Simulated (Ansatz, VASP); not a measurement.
## Two plane-wave programs on Re

```
Re
1.0
     2.65395    0.00000    0.00000
    -1.32698    2.29839    0.00000
     0.00000    0.00000    4.24363
Re
2
Direct
  0.33333 0.66667 0.25000
  0.66667 0.33333 0.75000
```

Change from the starting cell: volume scaled by 1.06, PAW files.

Alike in both runs: task electric field gradients; functional LDA; k mesh 14 × 14 × 8; occupations fermi-dirac, width 0.05 eV; no spin polarisation.

|  | VASP | Ansatz |
| --- | --- | --- |
| version | VASP 6.6.1 | Ansatz 0.2.0 |
| potentials or method | VASP PAW LDA potentials, release 64 (Re_sv_GW) | PAW with Ansatz's default frozen-core files, scalar-relativistic |
| plane-wave cutoff (eV) | 410 | 420 |
| valence electrons in the cell | 30 | 30 |

VASP gave:

```
size of Vzz on the site where it differs most (V/Å²) : 88.7
```

Task: What did Ansatz give for the same quantities?

Result: Size of Vzz on the site where it differs most (V/Å²): 83.8.

LDA's correlation is that of Perdew and Zunger in VASP and of Perdew and Wang (1992) in Ansatz.

Neither program's run includes spin-orbit coupling.
